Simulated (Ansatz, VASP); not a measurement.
**Two plane-wave programs on WS2**

File INCAR:

```
SYSTEM = WS2
PREC     = Accurate       ! precision mode
ENCUT    = 520            ! plane-wave cutoff, eV
EDIFF    = 1E-7           ! SCF threshold, eV
ISMEAR   = 0              ! smearing method
SIGMA    = 0.05           ! smearing width, eV
LREAL    = .FALSE.        ! projectors in reciprocal space
LASPH    = .TRUE.         ! aspherical terms in the spheres
NELM     = 60             ! most SCF steps
ALGO     = Normal         ! electronic algorithm
ISIF     = 2              ! what is computed and relaxed
LWAVE    = .FALSE.        ! write WAVECAR
LCHARG   = .FALSE.        ! write CHGCAR
GGA      = PE             ! functional
IVDW     = 12             ! dispersion correction
NBANDS   = 35             ! bands
```

KPOINTS

```
regular mesh
0
G
  10 10 3
  0 0 0
```

Contents of POSCAR:

```
WS2
1.0
   -3.1542061832      0.0000000000      0.0000000000
   -1.5771030916     -2.7316226834      0.0000000000
    0.0000000000      0.0000000000     12.1399091344
W S
2 4
Direct
    0.3333333333      0.3333333333      0.2500000000
    0.6666666667      0.6666666667      0.7500000000
    0.3333333333      0.3333333333      0.6202874207
    0.6666666667      0.6666666667      0.1202874207
    0.3333333333      0.3333333333      0.8797125793
    0.6666666667      0.6666666667      0.3797125793
```

Input for Ansatz:

```yaml
crystal:
  lattice:
    - [-3.1542061832, 0.0, 0.0]
    - [-1.5771030916, -2.7316226834, 0.0]
    - [0.0, 0.0, 12.1399091344]
  atoms:
    - { symbol: W, position: [0.3333333333, 0.3333333333, 0.25] }
    - { symbol: W, position: [0.6666666667, 0.6666666667, 0.75] }
    - { symbol: S, position: [0.3333333333, 0.3333333333, 0.6202874207] }
    - { symbol: S, position: [0.6666666667, 0.6666666667, 0.1202874207] }
    - { symbol: S, position: [0.3333333333, 0.3333333333, 0.8797125793] }
    - { symbol: S, position: [0.6666666667, 0.6666666667, 0.3797125793] }
basis:
  ecutwfc: 420
kpoints:
  mp_grid: { grid: [10, 10, 3] }
hamiltonian:
  xc: pbe
  dispersion: d3bj
scf:
  occupations: { method: gaussian, width: 0.05 }
output:
  forces: true
  stress: true
  eigenvalues: true
  write_density: true
  write_potential: true
  elf: true
  volumetric_format: npy
```

Alike in both runs: task single point; functional PBE; dispersion D3(BJ); k mesh 10 × 10 × 3; occupations gaussian, width 0.05 eV; no spin polarisation.

|  | VASP | Ansatz |
| --- | --- | --- |
| version | VASP 6.6.1 | Ansatz 0.2.0 |
| potentials or method | VASP PAW PBE potentials, release 64 (W_sv, S), cutoff 520 eV | scalar-relativistic, plane waves, PAW |
| valence electrons in the cell | 52 | 52 |

VASP gave:

| Quantity | Value |
| --- | --- |
| gap on the k mesh at the Fermi level (eV) | 0.98 |
| least direct gap on the mesh (eV) | 2.15 |
| pressure (GPa) | 0.0 |

**Question.** Estimate Ansatz's values.

**Answer.** gap on the k mesh at the Fermi level (eV): 0.96; least direct gap on the mesh (eV): 2.15; pressure (GPa): 0.0.

Spin-orbit coupling is off throughout.
